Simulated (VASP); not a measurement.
Crystal: LiSb2.

```
Li Sb
1.0
     0.00000    2.76432    4.72298
     0.00000   -2.76432    4.72298
     4.87136    2.76432    0.00000
Li Sb
2 4
Direct
  0.00000 0.00000 0.00000
  0.25000 0.25000 0.50000
  0.66700 0.33300 0.66600
  0.33300 0.66700 0.33400
  0.58300 0.91700 0.83400
  0.91700 0.58300 0.16600
```

* Program: VASP 6.6.1
* Task: relaxation of cell and atoms
* Functional: PBE
* Potentials or basis: VASP PAW PBE potentials, release 64 (Li_sv, Sb)
* Cutoff: 600 eV
* k mesh: 4 × 4 × 4
* Occupations: gaussian, width 0.1229 eV
* Spin: no spin polarisation

At the start: pressure 9.3 GPa; volume 21.20 Å³/atom.

**Question.** Where does the relaxation end?

**Answer.** Over 25 steps the energy falls by 107.5 meV/atom and the volume is 24.74 Å³/atom (+16.7 %); space group Fddd (No. 70, to 0.05 Å).

The path:
```
step  energy change (eV)  largest force (eV/Å)  pressure (GPa)  volume (Å³)
   1              0.0000                0.6089            9.30       127.20
   2             -0.5807                0.2274           -0.83       151.20
   3             -0.5855                0.2557           -0.14       148.69
   4             -0.5855                0.2505           -0.27       149.15
   5             -0.5986                0.2235           -0.22       148.76
   6             -0.6262                0.1253            0.00       147.61
   7             -0.6196                0.1069            0.70       145.30
   8             -0.6341                0.0429            0.25       146.69
   9             -0.6342                0.0323            0.28       146.58
  10             -0.6368                0.0103           -0.24       148.30
  11             -0.6369                0.0131           -0.18       148.09
  12             -0.6400                0.0053           -0.13       147.87
  13             -0.6431                0.0078           -0.05       147.50
  14             -0.6434                0.0132            0.00       147.32
  15             -0.6434                0.0118           -0.01       147.36
  16             -0.6438                0.0067            0.07       147.24
  17             -0.6439                0.0027            0.13       147.14
  18             -0.6441                0.0013            0.11       147.30
  19             -0.6445                0.0024            0.03       147.77
  20             -0.6444                0.0102           -0.13       148.71
  21             -0.6446                0.0060           -0.05       148.21
  22             -0.6447                0.0059           -0.04       148.28
  23             -0.6448                0.0054           -0.02       148.35
  24             -0.6449                0.0051            0.01       148.49
  25             -0.6449                0.0051            0.00       148.45
```

Final structure:
```
Li Sb
1.0
     0.00000    2.89867    4.94455
     0.00000   -2.89867    4.94455
     5.17889    2.89867    0.00000
Li Sb
2 4
Direct
  0.00000 0.00000 0.00000
  0.25000 0.25000 0.50000
  0.68009 0.31991 0.63981
  0.31991 0.68009 0.36019
  0.56991 0.93009 0.86019
  0.93009 0.56991 0.13981
```

Caveat: the k points lie up to 0.35 Å⁻¹ apart in the final cell; the cutoff is under 1.25 times the usual one of these potentials, so pressure, stress and relaxed cells hold a basis-set (Pulay) error; the volume moved by over 15 % at a fixed basis, so the end points are rough.
